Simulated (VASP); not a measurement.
Wanted: the native input for a VASP 6.6.1 run.

* Task: single point
* Functional: BLYP
* Dispersion: D3(BJ)
* Potentials or basis: VASP PAW PBE potentials, release 64 (Hf_pv, B)
* Cutoff: 520 eV
* k mesh: 8 × 8 × 8
* Occupations: gaussian, width 0.05 eV
* Spin: no spin polarisation
* Dipole correction: no
* Further INCAR settings: ALGO = Normal; EDIFF = 1e-07; NBANDS = 15

The structure of HfB2 lies in POSCAR:

```
HfB2
1.0
    3.1048194344      0.0000000000      0.0000000000
   -1.5524097172      2.6888525044      0.0000000000
    0.0000000000      0.0000000000      3.4752528982
Hf B
1 2
Direct
    0.0000000000      0.0000000000      0.0000000000
    0.3333333333      0.6666666667      0.5000000000
    0.6666666667      0.3333333333      0.5000000000
```

These files were run (other wordings do the same):

INCAR

```
  AGGAC = 1.0
  AGGAX = 1.0
  ALDAC = 0.0
  ALDAX = 1.0
  ALGO = Normal
  EDIFF = 1E-7
  ENCUT = 520
  GGA = B5
  ISIF = 2
  ISMEAR = 0
  IVDW = 12
  LASPH = True
  LCHARG = True
  LELF = True
  LREAL = False
  LVHAR = True
  LWAVE = False
  NBANDS = 15
  NELM = 60
  PREC = Accurate
  SIGMA = 0.05
  VDW_A1 = 0.4298
  VDW_A2 = 4.2359
  VDW_S6 = 1.0
  VDW_S8 = 2.6996
```

KPOINTS

```
k-points
0
Gamma
  8 8 8
```

Potentials or basis: VASP PAW PBE potentials, release 64 (Hf_pv, B).

Run with:

```bash
$ cat potpaw_PBE.64/Hf_pv/POTCAR potpaw_PBE.64/B/POTCAR > POTCAR
$ mpirun -np 1 vasp_std > vasp.out
```

Results of the run:

```
Pressure                   : 0.4 GPa
Band gap on the k mesh     : zero (band 8 reaches 9.08 eV, above the bottom of band 9 at 8.33 eV)
Dispersion energy per atom : -0.856 eV
```

Caveat: the PAW data sets were made with another functional, which shifts forces and pressure a little; spin-orbit coupling is left out, which moves the levels of the heavy elements; pairwise dispersion overbinds metals, which lowers pressure and volume.

Wall time 14 s on 1 thread of Intel(R) Xeon(R) 6975P-C (Granite Rapids), with other jobs on the host, peak memory 0.16 GiB.
